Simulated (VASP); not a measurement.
Write the native input for VASP 6.6.1 that does the following.

| Property | Result |
| --- | --- |
| Task | single point |
| Functional | PBE |
| Potentials or basis | VASP PAW PBE potentials, release 64 (Hg, Ir, N) |
| Cutoff | 520 eV |
| k mesh | 6 × 6 × 6 |
| Occupations | gaussian, width 0.1 eV |
| Spin | no spin polarisation |
| Dipole correction | no |
| k mesh for the DOS | 9 × 9 × 9 |
| Occupations for the DOS | tetrahedron |
| Further INCAR settings | ALGO = Normal; EDIFF = 1e-06; NBANDS = 36 |

Hg3IrN2:

```xyz
6
Lattice="3.8573 -3.8727 0.0000 3.8573 3.8727 0.0000 0.0000 0.0000 4.9338" Properties=species:S:1:pos:R:3 pbc="T T T"
Hg    0.0000    0.0000    2.4669
Hg    1.9286    1.9363    0.0000
Hg    1.9286   -1.9363    0.0000
Ir    3.8573    0.0000    0.0000
N     3.8573    0.0000    3.0402
N     3.8573    0.0000    1.8936
```

These files were run (other wordings do the same):

POSCAR

```
Hg3IrN2
1.0
    3.8572963112     -3.8726704072      0.0000000000
    3.8572963112      3.8726704072      0.0000000000
    0.0000000000      0.0000000000      4.9337546083
Hg Ir N
3 1 2
Direct
    0.0000000000      0.0000000000      0.5000000000
    0.0000000000      0.5000000000      0.0000000000
    0.5000000000      0.0000000000      0.0000000000
    0.5000000000      0.5000000000      0.0000000000
    0.5000000000      0.5000000000      0.6161945856
    0.5000000000      0.5000000000      0.3838054144
```

INCAR.step1

```
PREC = Accurate
ENCUT = 520
EDIFF = 1E-6
ISMEAR = 0
SIGMA = 0.1
LREAL = F
LASPH = T
NELM = 100
ALGO = Normal
ISIF = 2
LWAVE = F
LCHARG = T
LMAXMIX = 4
GGA = PE
NBANDS = 36
```

KPOINTS.step1

```
regular mesh
0
Gamma
  6 6 6
```

INCAR.step2

```
PREC = Accurate
ENCUT = 520
EDIFF = 1E-6
ISMEAR = -5
SIGMA = 0.1
LREAL = F
LASPH = T
NELM = 100
ALGO = Normal
ISIF = 2
LWAVE = F
LCHARG = F
LMAXMIX = 4
GGA = PE
LORBIT = 11
NBANDS = 36
NEDOS = 1001
ICHARG = 11
```

KPOINTS.step2

```
regular mesh
0
Gamma
  9 9 9
```

Potentials or basis: VASP PAW PBE potentials, release 64 (Hg, Ir, N).

Launch:

```sh
$ cat potpaw_PBE.64/Hg/POTCAR potpaw_PBE.64/Ir/POTCAR potpaw_PBE.64/N/POTCAR > POTCAR
$ cp INCAR.step1 INCAR
$ cp KPOINTS.step1 KPOINTS
$ mpirun -np 1 vasp_std > vasp.out
$ cp INCAR.step2 INCAR
$ cp KPOINTS.step2 KPOINTS
$ mpirun -np 1 vasp_std > vasp.out
```

Results of the run:

The valence electrons inside the program's atomic spheres are Hg 10.43, 10.47 (each value once); Ir 8.49; N 3.90.

Caveat: the standard files for N, O and F lose accuracy on very short bonds.

Wall time 4.3 min on 1 thread of Intel(R) Xeon(R) 6975P-C (Granite Rapids), with other jobs on the host, peak memory 0.68 GiB.
